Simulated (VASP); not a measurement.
Set up this calculation in VASP 6.6.1, as the native input.

```yaml
Task: single point
Functional: PBE
Potentials_or_basis: VASP PAW PBE potentials, release 64 (W_sv)
Cutoff: 520 eV
k_mesh: 13 × 13 × 13
Occupations: fermi-dirac, width 0.05 eV
Spin: no spin polarisation
Dipole_correction: no
Further_INCAR_settings: ALGO = Normal; EDIFF = 1e-06; NBANDS = 13
```

The structure of W lies in POSCAR:

```
W
1.0
   -1.5500382833      1.5500382833      1.5500382833
    1.5500382833     -1.5500382833      1.5500382833
    1.5500382833      1.5500382833     -1.5500382833
W
1
Direct
    0.0000000000      0.0000000000      0.0000000000
```

One way to write it, as run:

INCAR

```
  ALGO = Normal
  EDIFF = 1E-6
  ENCUT = 520
  GGA = PE
  ISIF = 2
  ISMEAR = -1
  LASPH = T
  LCHARG = T
  LELF = T
  LREAL = F
  LVHAR = T
  LWAVE = F
  NBANDS = 13
  NELM = 100
  PREC = Accurate
  SIGMA = 0.05
```

KPOINTS

```
k-points
0
Gamma
  13 13 13
```

Potentials or basis: VASP PAW PBE potentials, release 64 (W_sv).

Run with:

```sh
$ cat potpaw_PBE.64/W_sv/POTCAR > POTCAR
$ mpirun -np 1 vasp_std > vasp.out
```

Results of the run:

| Quantity | Value |
| --- | --- |
| Pressure | 29.4 GPa |
| Band gap on the k mesh | zero (band 7 reaches 17.27 eV, above the bottom of band 8 at 11.03 eV) |

Caveat: spin-orbit coupling is left out, which moves the levels of the heavy elements.

Run time: 11 s on 1 thread of Intel(R) Xeon(R) Platinum 8488C (Sapphire Rapids), with other jobs on the host, peak memory 0.13 GiB.
